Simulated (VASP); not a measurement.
Here is a VASP 6.6.1 calculation.

File INCAR:

```
PREC = Accurate ; ENCUT = 520
EDIFF = 1E-7 ; ISMEAR = 0
SIGMA = 0.1 ; LREAL = False
LASPH = True ; NELM = 100
ALGO = Fast ; ISIF = 2
LWAVE = False ; LCHARG = False
GGA = PE ; NBANDS = 28
```

Contents of KPOINTS:

```
regular mesh
0
Gamma
  6 6 8
```

The input POSCAR:

```
GeAs5
1.0
    5.4021117255     -0.0000000027      0.0000000000
   -2.7010558604      4.6783659897      0.0000000000
    0.0000000000      0.0000000000      5.0473126649
Ge As
1 5
Direct
    0.0000000000      0.0000000000      0.0000000000
    0.3333333333      0.6666666667      0.0000000000
    0.6666666667      0.3333333333      0.0000000000
    0.5000000000      0.0000000000      0.5000000000
    0.5000000000      0.5000000000      0.5000000000
    0.0000000000      0.5000000000      0.5000000000
```

Potentials or basis: VASP PAW PBE potentials, release 64 (Ge_d, As).

Run with:

```sh
$ cat potpaw_PBE.64/Ge_d/POTCAR potpaw_PBE.64/As/POTCAR > POTCAR
$ mpirun -np 1 vasp_std > vasp.out
```

(1) What does it give for the band gap on the k mesh?

(2) Predict the pressure.

Results:

(1) zero (an odd number of electrons rules out a gap without spin polarisation).

(2) 0.1 GPa.

Caveat: an odd number of electrons without spin polarisation forces a metal; a magnetic or distorted state may lie lower.
